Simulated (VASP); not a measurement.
Runs of VASP 6.6.1 on Be3Se2O. The structure is that of space group P-62m (No. 189), or close to it. The cells are those of the table. 

```csv
task,cell,k mesh,cutoff (eV),smearing,gap on the mesh (eV),pressure (GPa),largest force (eV/Å)
single point,"a = 5.787, b = 5.787, c = 4.853 Å, angles 90.0, 90.0, 120.0°, 6 atoms",3 × 3 × 3,520,gaussian 0.15 eV,(b),-0.3,0.02
single point,"a = 5.774, b = 5.774, c = 5.401 Å, angles 90.0, 90.0, 120.0°, 6 atoms",6 × 6 × 4,520,gaussian 0.02 eV,2.88,0.1,0.01
relaxation of cell and atoms,"relaxed from a = 5.774, b = 5.774, c = 5.401 Å, angles 90.0, 90.0, 120.0°, 6 atoms",6 × 6 × 4,600,gaussian 0.02 eV,2.88,0.0,0.01
single point,"a = 5.567, b = 5.567, c = 3.076 Å, angles 90.0, 90.0, 120.0°, 6 atoms",3 × 3 × 3,600,gaussian 0.15 eV,(a),0.5,0.02
```

Alike in all rows: level PBE; potentials or basis VASP PAW PBE potentials, release 64 (Be, Se, O); no spin polarisation.

**Question.** Fill in the values left out.

**Answer.** (a) none; (b) 2.67.

Caveats: some runs use coarse meshes; this functional lacks dispersion, which binds the layers, so the pressure and a relaxed spacing across them are unreliable (some runs).

A k mesh can miss the band edges, and the runs leave out spin-orbit coupling on Se.
